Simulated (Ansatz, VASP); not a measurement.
**Ti in VASP and in Ansatz**

The input INCAR:

```
PREC = Accurate ; ENCUT = 520
EDIFF = 1E-6 ; ISMEAR = 0
SIGMA = 0.1 ; LREAL = False
LASPH = True ; NELM = 100
ALGO = Normal ; ISIF = 2
LWAVE = False ; LCHARG = False
GGA = PE ; NBANDS = 12
```

KPOINTS

```
regular mesh
0
Gamma
  16 16 16
```

Contents of POSCAR:

```
Ti
1.0
    0.0000000000      1.9000394000      2.0827394000
    1.9000394000      0.0000000000      2.0827394000
    1.9000394000      1.9000394000      0.0000000000
Ti
1
Direct
    0.0000000000      0.0000000000      0.0000000000
```

Input for Ansatz:

```yaml
crystal:
  lattice:
    - [0.0, 1.9000394, 2.0827394]
    - [1.9000394, 0.0, 2.0827394]
    - [1.9000394, 1.9000394, 0.0]
  atoms:
    - { symbol: Ti, position: [0.0, 0.0, 0.0] }
basis:
  ecutwfc: 420
kpoints:
  mp_grid: { grid: [16, 16, 16] }
hamiltonian:
  xc: pbe
scf:
  occupations: { method: gaussian, width: 0.1 }
output:
  forces: true
  stress: true
  eigenvalues: true
```

Alike in both runs: task single point; functional PBE; k mesh 16 × 16 × 16; occupations gaussian, width 0.1 eV; no spin polarisation.

```csv
,VASP,Ansatz
version,VASP 6.6.1,Ansatz 0.2.0
potentials or method,"VASP PAW PBE potentials, release 64 (Ti_sv), cutoff 520 eV","scalar-relativistic, plane waves, PAW"
valence electrons in the cell,12,12
```

Ansatz gave:

| Property | Result |
| --- | --- |
| gap on the k mesh at the Fermi level (eV) | none |
| pressure (GPa) | 19.7 |
| traceless stress, the component that is largest in VASP (GPa) | -1.87 |

Estimate VASP's values.

gap on the k mesh at the Fermi level (eV): none; pressure (GPa): 19.1; traceless stress, the component that is largest in VASP (GPa): -1.93.

A gap of «none» marks a metal or a gap that the smearing closes. With one functional, cell and mesh, what is left measures potentials, basis and numerics.
